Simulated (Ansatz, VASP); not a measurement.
## P in VASP and in Ansatz

POSCAR

```
P
1.0
    1.7257251780      0.9963478961      3.1296800121
   -1.7257251780      0.9963478961      3.1296800121
    0.0000000000     -1.9926957921      3.1296800121
P
2
Direct
    0.7729197500      0.7729197500      0.7729197500
    0.2270802500      0.2270802500      0.2270802500
```

The input INCAR.step1:

```
PREC = Accurate
ENCUT = 520
ISMEAR = 0
SIGMA = 0.1
LREAL = False
LASPH = True
NELM = 150
ISPIN = 2
MAGMOM = -0.06 -0.27
NBANDS = 16
GGA = PE
ALGO = Normal
EDIFF = 1E-4
LWAVE = True
LCHARG = False
```

INCAR.step2

```
PREC = Accurate
ENCUT = 520
EDIFF = 1E-6
ISMEAR = 0
SIGMA = 0.1
LREAL = False
LASPH = True
NELM = 150
ALGO = Normal
ISIF = 2
LWAVE = False
LCHARG = False
ISPIN = 2
MAGMOM = -0.06 -0.27
LORBIT = 11
METAGGA = R2SCAN
LMIXTAU = True
NBANDS = 16
ISTART = 1
```

KPOINTS

```
Automatic mesh
0
Gamma
  9 9 9
```

The input input.yaml:

```yaml
crystal:
  lattice:
    - [1.725725178, 0.9963478961, 3.1296800121]
    - [-1.725725178, 0.9963478961, 3.1296800121]
    - [0.0, -1.9926957921, 3.1296800121]
  atoms:
    - { symbol: P, position: [0.77291975, 0.77291975, 0.77291975], spin: -0.06 }
    - { symbol: P, position: [0.22708025, 0.22708025, 0.22708025], spin: -0.27 }
hamiltonian:
  xc: r2scan
  pseudopotentials: { kind: nc }
magnetization:
  spin_polarized: true
kpoints:
  mp_grid: { grid: [9, 9, 9] }
scf:
  occupations: { method: gaussian, width: 0.1 }
output:
  forces: true
  stress: true
  eigenvalues: true
```

Alike in both runs: task single point; functional r2SCAN; k mesh 9 × 9 × 9; occupations gaussian, width 0.1 eV; collinear spin.

|  | VASP | Ansatz |
| --- | --- | --- |
| version | VASP 6.6.1 | Ansatz 0.2.0 |
| potentials or method | VASP PAW PBE potentials, release 64 (P) | Ansatz NC |
| plane-wave cutoff (eV) | 520 | 560 |
| valence electrons in the cell | 10 | 10 |

VASP gave:

- gap on the k mesh at the Fermi level (eV): none
- pressure (GPa): 0.2
- traceless stress, the component that is largest in VASP (GPa): -0.25
- rms of the force components (eV/Å): 0.029
- net moment per atom (μB): 0.00

Question: Estimate Ansatz's values.

Answer: gap on the k mesh at the Fermi level (eV): none; pressure (GPa): 0.7; traceless stress, the component that is largest in VASP (GPa): -0.35; rms of the force components (eV/Å): 0.019; net moment per atom (μB): 0.00.

VASP's potentials were made for PBE, not for r2SCAN. Atom by atom the forces differ by 0.048 eV/Å (rms over components). A gap of «none» marks a metal or a gap that the smearing closes. The functional is the same, so the differences come from potentials, cutoffs and numerics.
